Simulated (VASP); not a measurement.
Write the native input for VASP 6.6.1 that does the following.

| Property | Result |
| --- | --- |
| Task | single point |
| Functional | LDA |
| Potentials or basis | VASP PAW LDA potentials, release 64 (Cd, Se) |
| Cutoff | 520 eV |
| k mesh | 7 × 7 × 4 |
| Occupations | fermi-dirac, width 0.05 eV |
| Spin | no spin polarisation |
| Dipole correction | no |
| Further INCAR settings | ALGO = Normal; EDIFF = 1e-06; NBANDS = 26 |

The structure of CdSe lies in POSCAR:

```
CdSe
1.0
    4.2473343205      0.0000000000      0.0000000000
   -2.1236671603      3.6782994199      0.0000000000
    0.0000000000      0.0000000000      6.9410205765
Cd Se
2 2
Direct
    0.6666666667      0.3333333333      0.5048370445
    0.3333333333      0.6666666667      0.0048370445
    0.6666666667      0.3333333333      0.8801629555
    0.3333333333      0.6666666667      0.3801629555
```

One way to write it, as run:

INCAR

```
PREC = Accurate
ENCUT = 520
EDIFF = 1E-6
ISMEAR = -1
SIGMA = 0.05
LREAL = False
LASPH = True
NELM = 60
ALGO = Normal
ISIF = 2
LWAVE = False
LCHARG = False
NBANDS = 26
```

KPOINTS

```
regular mesh
0
Gamma
  7 7 4
```

Potentials or basis: VASP PAW LDA potentials, release 64 (Cd, Se).

Run with:

```sh
$ cat potpaw_LDA.64/Cd/POTCAR potpaw_LDA.64/Se/POTCAR > POTCAR
$ mpirun -np 1 vasp_std > vasp.out
```

Results of the run:

* Pressure: 0.5 GPa
* Band gap on the k mesh: 0.50 eV

It took 22 s on 1 thread of Intel(R) Xeon(R) 6975P-C (Granite Rapids), on a shared host, peak memory 0.21 GiB.
